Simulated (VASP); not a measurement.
Write the native input for VASP 6.6.1 that does the following.

```yaml
Task: density of states
Functional: PBE
Potentials_or_basis: VASP PAW PBE potentials, release 64 (Ta_pv, Br)
Cutoff: 520 eV
k_mesh: 6 × 6 × 10
Occupations: gaussian, width 0.1 eV
Spin: no spin polarisation
Dipole_correction: no
k_mesh_for_the_DOS: 9 × 9 × 15
Occupations_for_the_DOS: tetrahedron
Further_INCAR_settings: ALGO = Normal; EDIFF = 1e-06
```

TaBr4:

```xyz
5
Lattice="4.8070 -5.6420 0.0000 4.8070 5.6420 0.0000 0.0000 0.0000 3.5488" Properties=species:S:1:pos:R:3 pbc="T T T"
Ta    4.8070    0.0000    1.7744
Br    4.8070   -2.4701    1.7744
Br    2.8477    0.0000    0.0000
Br    6.7663    0.0000    0.0000
Br    4.8070    2.4701    1.7744
```

The input as run:

POSCAR

```
TaBr4
1.0
    4.8070219000     -5.6420129000      0.0000000000
    4.8070219000      5.6420129000      0.0000000000
    0.0000000000      0.0000000000      3.5488089000
Ta Br
1 4
Direct
    0.5000000000      0.5000000000      0.5000000000
    0.7189000000      0.2811000000      0.5000000000
    0.2962050000      0.2962050000      0.0000000000
    0.7037950000      0.7037950000      0.0000000000
    0.2811000000      0.7189000000      0.5000000000
```

INCAR.step1

```
ALGO = Normal
EDIFF = 1E-6
ENCUT = 520
GGA = PE
ISIF = 2
ISMEAR = 0
LASPH = True
LCHARG = True
LMAXMIX = 4
LREAL = False
LWAVE = False
NBANDS = 28
NELM = 60
PREC = Accurate
SIGMA = 0.1
```

KPOINTS.step1

```
k-points
0
Gamma
  6 6 10
```

INCAR.step2

```
ALGO = Normal
EDIFF = 1E-6
ENCUT = 520
GGA = PE
ICHARG = 11
ISIF = 2
ISMEAR = -5
LASPH = True
LCHARG = False
LMAXMIX = 4
LORBIT = 10
LREAL = False
LWAVE = False
NEDOS = 1001
NELM = 60
PREC = Accurate
SIGMA = 0.1
```

KPOINTS.step2

```
k-points
0
Gamma
  9 9 15
```

Potentials or basis: VASP PAW PBE potentials, release 64 (Ta_pv, Br).

The run is started by

```bash
$ cat potpaw_PBE.64/Ta_pv/POTCAR potpaw_PBE.64/Br/POTCAR > POTCAR
$ cp INCAR.step1 INCAR
$ cp KPOINTS.step1 KPOINTS
$ mpirun -np 1 vasp_std > vasp.out
$ cp INCAR.step2 INCAR
$ cp KPOINTS.step2 KPOINTS
$ mpirun -np 1 vasp_std > vasp.out
```

It gave:

```yaml
Valence_electrons_inside_the_program's_atomic_spheres: Ta 8.60; Br 4.88
```

Caveat: spin-orbit coupling is left out, which moves the levels of the heavy elements; an odd number of electrons without spin polarisation forces a metal; a magnetic or distorted state may lie lower.

Wall time 20 min on 1 thread of Oxide Virtual Turin-like Processor (shared host), peak memory 0.85 GiB.
